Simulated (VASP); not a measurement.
# MgO (Fm-3m) in VASP: further runs

The runs below take MgO through single point, with PBEsol.

Everything below comes from runs of VASP 6.6.1. Logs are shortened: lines on timing, memory, paths and dates and some standing lists are left out, and cuts for length are marked.

### Step 1. The cell of the first run

It takes space group Fm-3m (No. 225, cubic). Conventional cell: a = 4.214 Å, b = 4.214 Å, c = 4.214 Å, α = 90.00°, β = 90.00°, γ = 90.00°. Mg (site symmetry m-3m) has 6 O at 2.11 Å within 2.8 Å. Within 2.8 Å of O (site symmetry m-3m) lie 6 Mg at 2.11 Å.

### Step 2. Single point, PBEsol

Input file INCAR:

```
PREC = Accurate
ENCUT = 520
EDIFF = 1E-7
ISMEAR = 0
SIGMA = 0.02
LREAL = F
LASPH = T
NELM = 100
ALGO = Normal
ISIF = 2
LWAVE = F
LCHARG = F
GGA = PS
NBANDS = 11
```

Input file KPOINTS:

```
Automatic mesh
0
Gamma
  10 10 10
```

Input file POSCAR:

```
MgO
1.0
    0.0000000000      2.1070232013      2.1070232013
    2.1070232013      0.0000000000      2.1070232013
    2.1070232013      2.1070232013      0.0000000000
Mg O
1 1
Direct
    0.0000000000      0.0000000000      0.0000000000
    0.5000000000      0.5000000000      0.5000000000
```

Potentials or basis: VASP PAW PBE potentials, release 64 (Mg, O).

Command:

```
$ cat potpaw_PBE.64/Mg/POTCAR potpaw_PBE.64/O/POTCAR > POTCAR
$ mpirun -np 1 vasp_std > vasp.out
```

OUTCAR:

```text
PREC = Accurate
   ENCUT = 520
   EDIFF = 1E-7
   ISMEAR = 0
   LREAL = F
   LASPH = T
   NELM = 100
   ISIF = 2
   GGA = PS

 ion  position               nearest neighbor table
   1  0.000  0.000  0.000-   2 2.11   2 2.11   2 2.11   2 2.11   2 2.11   2 2.11
   2  0.500  0.500  0.500-   1 2.11   1 2.11   1 2.11   1 2.11   1 2.11   1 2.11

  LATTYP: Found a face centered cubic cell.
 ALAT       =     4.2140464026

  Lattice vectors:

 A1 = (   0.0000000000,   2.1070232013,   2.1070232013)
 A2 = (   2.1070232013,   0.0000000000,   2.1070232013)
 A3 = (   2.1070232013,   2.1070232013,   0.0000000000)

Analysis of symmetry for initial positions (statically):
=====================================================================
 Subroutine PRICEL returns:
 Original cell was already a primitive cell.

 Routine SETGRP: Setting up the symmetry group for a
 face centered cubic supercell.

 Subroutine GETGRP returns: Found 48 space group operations
 (whereof 48 operations were pure point group operations)
 out of a pool of 48 trial point group operations.

The static configuration has the point symmetry O_h .

Analysis of symmetry for dynamics (positions and initial velocities):
=====================================================================
 Subroutine PRICEL returns:
 Original cell was already a primitive cell.

 Routine SETGRP: Setting up the symmetry group for a
 face centered cubic supercell.

 Subroutine GETGRP returns: Found 48 space group operations
 (whereof 48 operations were pure point group operations)
 out of a pool of 48 trial point group operations.

The dynamic configuration has the point symmetry O_h .

 Subroutine INISYM returns: Found 48 space group operations
 (whereof 48 operations are pure point group operations),
 and found     1 'primitive' translations

----------------------------------------------------------------------------------------

                                     Primitive cell

  volume of cell :      18.7085

  direct lattice vectors                    reciprocal lattice vectors
     0.000000000  2.107023201  2.107023201    -0.237301611  0.237301611  0.237301611
     2.107023201  0.000000000  2.107023201     0.237301611 -0.237301611  0.237301611
     2.107023201  2.107023201  0.000000000     0.237301611  0.237301611 -0.237301611

  length of vectors
     2.979780788  2.979780788  2.979780788     0.411018447  0.411018447  0.411018447

  position of ions in fractional coordinates (direct lattice)
     0.000000000  0.000000000  0.000000000
     0.500000000  0.500000000  0.500000000

  ion indices of the primitive-cell ions
   primitive index   ion index
                 1           1
                 2           2

----------------------------------------------------------------------------------------

 KPOINTS: Automatic mesh

Automatic generation of k-mesh.
 Grid dimensions read from file:
 generate k-points for:   10   10   10

 Generating k-lattice:

  Cartesian coordinates                     Fractional coordinates (reciprocal lattice)
    -0.023730161  0.023730161  0.023730161     0.100000000  0.000000000  0.000000000
     0.023730161 -0.023730161  0.023730161     0.000000000  0.100000000  0.000000000
     0.023730161  0.023730161 -0.023730161     0.000000000  0.000000000  0.100000000

  Length of vectors
     0.041101845  0.041101845  0.041101845

  Shift w.r.t. Gamma in fractional coordinates (k-lattice)
     0.000000000  0.000000000  0.000000000

 Subroutine IBZKPT returns following result:
 ===========================================

 Found     47 irreducible k-points:

 Following reciprocal coordinates:
            Coordinates               Weight
  0.000000  0.000000  0.000000      1.000000
  0.100000  0.000000  0.000000      8.000000
  0.200000  0.000000  0.000000      8.000000
  0.300000  0.000000  0.000000      8.000000
  0.400000  0.000000  0.000000      8.000000
  0.500000  0.000000  0.000000      4.000000
[... 16 lines left out ...]
  0.300000  0.300000  0.000000      6.000000
  0.400000  0.300000  0.000000     24.000000
 [... further k-points ...]
   k-points           NKPTS =     47   k-points in BZ     NKDIM =     47   number of bands    NBANDS=     11
   number of dos      NEDOS =    301   number of ions     NIONS =      2
   total plane-waves  NPLWV =  13824
   dimension x,y,z NGX =    24 NGY =   24 NGZ =   24
   dimension x,y,z NGXF=    48 NGYF=   48 NGZF=   48
   ions per type =               1   1
   NGX,Y,Z   is equivalent  to a cutoff of  13.39, 13.39, 13.39 a.u.
   NGXF,Y,Z  is equivalent  to a cutoff of  26.78, 26.78, 26.78 a.u.
 SYSTEM =  unknown system
   PREC   = accura    normal or accurate (medium, high low for compatibility)
   ISTART =      0    job   : 0-new  1-cont  2-samecut
   ICHARG =      2    charge: 1-file 2-atom 10-const
   ISPIN  =      1    spin polarized calculation?
   LNONCOLLINEAR =      F non collinear calculations
   LSORBIT =      F    spin-orbit coupling
   LASPH  =      T    aspherical Exc in radial PAW
   ENCUT  =  520.0 eV  38.22 Ry    6.18 a.u.   5.54  5.54  5.54*2*pi/ulx,y,z
   NELM   =    100;   NELMIN=  2; NELMDL= -5     # of ELM steps
   EDIFF  = 0.1E-06   stopping-criterion for ELM
   LREAL  =      F    real-space projection
   EDIFFG = 0.1E-05   stopping-criterion for IOM
   NSW    =      0    number of steps for IOM
   IBRION =     -1    ionic relax: 0-MD 1-quasi-New 2-CG
   NFREE  =      0    steps in history (QN), initial steepest desc. (CG)
   ISIF   =      2    stress and relaxation
   ISYM   =      2    0-nonsym 1-usesym 2-fastsym
   POTIM  = 0.5000    time-step for ionic-motion
   TEBEG  =    0.0;   TEEND  =   0.0 temperature during run
   PSTRESS=    0.0 pullay stress
   NELECT =       8.0000    total number of electrons
   NUPDOWN=      -1.0000    fix difference up-down
   EMIN   =  10.00;   EMAX   =-10.00  energy-range for DOS
   EFERMI =   0.00;   METHOD = LEGACY
   ISMEAR =     0;   SIGMA  =   0.02  broadening in eV -4-tet -1-fermi 0-gaus
   EFERMI_NEDOS =   21; number of points for ismear=-14 and -15
   IALGO  =     38    algorithm
   IMIX   =      4    mixing-type and parameters
     AMIX     =   0.40;   BMIX     =  1.00
     AMIX_MAG =   1.60;   BMIX_MAG =  1.00
  volume/ion in A,a.u.               =       9.35        63.13
  Fermi-wavevector in a.u.,A,eV,Ry     =   1.233367  2.330725 20.697089  1.521193
  Thomas-Fermi vector in A             =   2.368100
   LORBIT       =      0    0 simple, 1 ext, 2 COOP (PROOUT), +10 PAW based schemes
   GGA     = PS    functional components
   LHFCALC =     F    Hartree Fock is set to
   AEXX    =    0.0000 exact exchange contribution
   IVDW    =     0    specifies the selected vdW correction
   LEPSILON=     F    determine dielectric tensor
   LRPA    =     F    only Hartree local field effects (RPA)
 non-spin polarized calculation
 Gauss-broadening in eV      SIGMA  =   0.02
  energy-cutoff  :      520.00
  volume of cell :       18.71
 maximum number of plane-waves:       531
 NGX is ok and might be reduce to    24

 number of electron       8.0000005 magnetization

 Free energy of the ion-electron system (eV)
  ---------------------------------------------------
  ext. energy  EPLUGINS =         0.00000000
  ---------------------------------------------------
  free energy    TOTEN  =       -12.51247599 eV

  energy without entropy =      -12.51247599  energy(sigma->0) =      -12.51247599

 E-fermi :   3.1489     XC(G=0): -11.3035

 val. band max:        3.0566034908   @ k =   0.0000   0.0000   0.0000
 cond. band min:       7.6773375453   @ k =   0.0000   0.0000   0.0000
 fundamental gap:      4.6207340545
 Fermi energy:         3.1489449651

 k-point     1 :       0.0000    0.0000    0.0000
  band No.  band energies     occupation
      1     -14.1419      2.00000
      2       3.0566      2.00000
      3       3.0566      2.00000
      4       3.0566      2.00000
      5       7.6773      0.00000
      6      18.6807      0.00000
      7      18.6807      0.00000
      8      18.6807      0.00000
      9      22.5197      0.00000
     10      24.4016      0.00000
     11      24.4016      0.00000

 k-point     2 :       0.1000    0.0000    0.0000
  band No.  band energies     occupation
      1     -14.0344      2.00000
      2       2.3933      2.00000
      3       2.9881      2.00000
      4       2.9881      2.00000
      5       8.3119      0.00000
      6      17.4197      0.00000
      7      18.9218      0.00000
      8      18.9218      0.00000
      9      23.6750      0.00000
     10      23.6750      0.00000
     11      24.1971      0.00000

 k-point     3 :       0.2000    0.0000    0.0000
  band No.  band energies     occupation
      1     -13.7384      2.00000
      2       1.0566      2.00000
      3       2.8146      2.00000
      4       2.8146      2.00000
      5       9.5050      0.00000
      6      15.9129      0.00000
      7      19.4111      0.00000
      8      19.4111      0.00000
      9      22.9796      0.00000
     10      22.9796      0.00000
     11      25.1554      0.00000

 k-point     4 :       0.3000    0.0000    0.0000
  band No.  band energies     occupation
      1     -13.3382      2.00000
      2      -0.2787      2.00000
      3       2.6108      2.00000
      4       2.6108      2.00000
      5      10.4194      0.00000
      6      15.2508      0.00000
      7      19.5385      0.00000
      8      19.5385      0.00000
      9      23.4117      0.00000
     10      23.4117      0.00000
     11      24.5582      0.00000
[... 239 lines left out ...]
 k-point    22 :      -0.2000    0.2000    0.0000
  band No.  band energies     occupation
      1     -13.2193      2.00000
      2      -0.0789      2.00000
      3       1.6986      2.00000
      4       2.6074      2.00000
      5      11.3912      0.00000
      6      14.7863      0.00000
      7      18.0351      0.00000
      8      20.7093      0.00000
      9      21.3568      0.00000
     10      24.2506      0.00000
     11      27.7273      0.00000

 k-point    23 :       0.3000    0.3000    0.0000
  band No.  band energies     occupation
      1     -13.1319      2.00000
      2      -0.1361      2.00000
      3       2.1076      2.00000
      4       2.1076      2.00000
      5      11.8090      0.00000
      6      13.2901      0.00000
      7      17.3487      0.00000
      8      20.8368      0.00000
      9      20.8368      0.00000
     10      27.0642      0.00000
     11      30.3198      0.00000

 k-point    24 :       0.4000    0.3000    0.0000
  band No.  band energies     occupation
      1     -12.8788      2.00000
      2      -0.5660      2.00000
      3       1.7355      2.00000
      4       1.9588      2.00000
      5      12.5098      0.00000
      6      13.0572      0.00000
      7      16.5212      0.00000
      8      21.0832      0.00000
      9      21.2874      0.00000
     10      27.8020      0.00000
     11      29.9214      0.00000

 [... further k-points ...]

------------------------ aborting loop because EDIFF is reached ----------------------------------------

  FORCE on cell =-STRESS in cart. coord.  units (eV):
  Direction    XX          YY          ZZ          XY          YZ          ZX
  --------------------------------------------------------------------------------------
  -------------------------------------------------------------------------------------
  Total       -0.0572838     -0.0572838     -0.0572838     -0.0000000      0.0000000     -0.0000000
  in kB       -4.9057367     -4.9057367     -4.9057367     -0.0000000      0.0000000     -0.0000000
  external PRESSURE =      -4.9057367 kB  Pullay stress =       0.0000000 kB

 VOLUME and BASIS-vectors are now :
 -----------------------------------------------------------------------------
  energy-cutoff  :      520.00
  volume of cell :       18.71
      direct lattice vectors                 reciprocal lattice vectors
     0.000000000  2.107023201  2.107023201    -0.237301611  0.237301611  0.237301611
     2.107023201  0.000000000  2.107023201     0.237301611 -0.237301611  0.237301611
     2.107023201  2.107023201  0.000000000     0.237301611  0.237301611 -0.237301611

 POSITION                                       TOTAL-FORCE (eV/Angst)
 -----------------------------------------------------------------------------------
      0.00000      0.00000      0.00000        -0.000000     -0.000000     -0.000000
      2.10702      2.10702      2.10702         0.000000      0.000000      0.000000
 -----------------------------------------------------------------------------------
    total drift:                               -0.000000     -0.000000      0.000000

  FREE ENERGIE OF THE ION-ELECTRON SYSTEM (eV)
  ---------------------------------------------------
  free  energy   TOTEN  =       -12.5124759864 eV

  energy  without entropy=      -12.5124759864  energy(sigma->0) =      -12.51247599
```

Wall time 7.1 s (1 thread of Intel Xeon Platinum 8259CL at 2.50GHz (Skylake/Cascade Lake), shared host); peak memory 0.14 GiB.

Results:

```
Free energy            : -12.5125 eV
Pressure               : -0.5 GPa
Band gap on the k mesh : 4.62 eV, direct
```

Levels at points of the mesh, in eV from the valence-band top:
| k point | band 1 | band 2 | band 3 | band 4 | band 5 | band 6 | band 7 | band 8 | band 9 |
| --- | --- | --- | --- | --- | --- | --- | --- | --- | --- |
| (0.00, 0.00, 0.00) | -17.20 | 0.00 | 0.00 | 0.00 | 4.62 | 15.62 | 15.62 | 15.62 | 19.46 |
| (0.50, 0.00, 0.00) | -15.89 | -4.67 | -0.66 | -0.66 | 7.74 | 12.49 | 16.16 | 16.16 | 20.74 |
| (0.50, 0.50, 0.00) | -15.62 | -4.14 | -1.36 | -1.36 | 8.92 | 9.86 | 12.96 | 18.82 | 18.82 |

Caveat: the PAW data sets were made with another functional, which shifts forces and pressure a little. A hybrid or GW would open this gap; PBEsol tends to underestimate it.

### Step 3. Single point, PBEsol

This run uses another cell than the first one: it holds 32 atoms, not 2.

Input file INCAR:

```
ALGO = Normal
EDIFF = 1E-6
ENCUT = 520
GGA = PS
ISIF = 2
ISMEAR = 0
LASPH = T
LCHARG = F
LREAL = Auto
LWAVE = F
NBANDS = 86
NELM = 60
PREC = Accurate
SIGMA = 0.02
```

Input file KPOINTS:

```
Automatic mesh
0
Gamma
  2 2 2
  0.5 0.5 0.5
```

Input file POSCAR:

```
MgO
1.0
   -4.2140464025      4.2140464025     -4.2140464025
    4.2140464025      4.2140464025      4.2140464025
    4.2140464025     -4.2140464025     -4.2140464025
Mg O
16 16
Direct
    0.2500000000      0.7500000000      0.0000000000
    0.0000000000      0.0000000000      0.0000000000
    0.5000000000      0.7500000000      0.7500000000
    0.7500000000      0.2500000000      0.0000000000
    0.2500000000      0.0000000000      0.7500000000
    0.5000000000      0.5000000000      0.0000000000
    0.0000000000      0.2500000000      0.7500000000
    0.7500000000      0.7500000000      0.5000000000
    0.5000000000      0.0000000000      0.5000000000
    0.7500000000      0.5000000000      0.7500000000
    0.0000000000      0.7500000000      0.2500000000
    0.2500000000      0.2500000000      0.5000000000
    0.0000000000      0.5000000000      0.5000000000
    0.7500000000      0.0000000000      0.2500000000
    0.5000000000      0.2500000000      0.2500000000
    0.2500000000      0.5000000000      0.2500000000
    0.2500000000      0.5000000000      0.7500000000
    0.0000000000      0.7500000000      0.7500000000
    0.5000000000      0.5000000000      0.5000000000
    0.7500000000      0.0000000000      0.7500000000
    0.2500000000      0.7500000000      0.5000000000
    0.5000000000      0.2500000000      0.7500000000
    0.0000000000      0.0000000000      0.5000000000
    0.7500000000      0.5000000000      0.2500000000
    0.5000000000      0.7500000000      0.2500000000
    0.7500000000      0.2500000000      0.5000000000
    0.0000000000      0.5000000000      0.0000000000
    0.2500000000      0.0000000000      0.2500000000
    0.0000000000      0.2500000000      0.2500000000
    0.7500000000      0.7500000000      0.0000000000
    0.5000000000      0.0000000000      0.0000000000
    0.2500000000      0.2500000000      0.0000000000
```

Potentials or basis: VASP PAW PBE potentials, release 64 (Mg, O).

Command:

```
$ cat potpaw_PBE.64/Mg/POTCAR potpaw_PBE.64/O/POTCAR > POTCAR
$ mpirun -np 1 vasp_std > vasp.out
```

Run time: 1.9 min. Hardware: 1 thread of Intel Xeon Platinum 8259CL at 2.50GHz (Skylake/Cascade Lake), shared host; peak memory 0.39 GiB.

The run converged. Its results:

| Property | Result |
| --- | --- |
| Free energy | -200.2130 eV |
| Pressure | -0.5 GPa |
| Band gap on the k mesh | 6.08 eV |

Levels at points of the mesh, in eV from the valence-band top:
```
           k point  band 61  band 62  band 63  band 64  band 65  band 66  band 67  band 68
(0.25, 0.25, 0.25)    -0.11    -0.11    -0.11    -0.11     7.21     7.21     7.21     7.21
```

Caveat: the PAW data sets were made with another functional, which shifts forces and pressure a little. As with any semilocal functional, this PBEsol gap is likely too small.
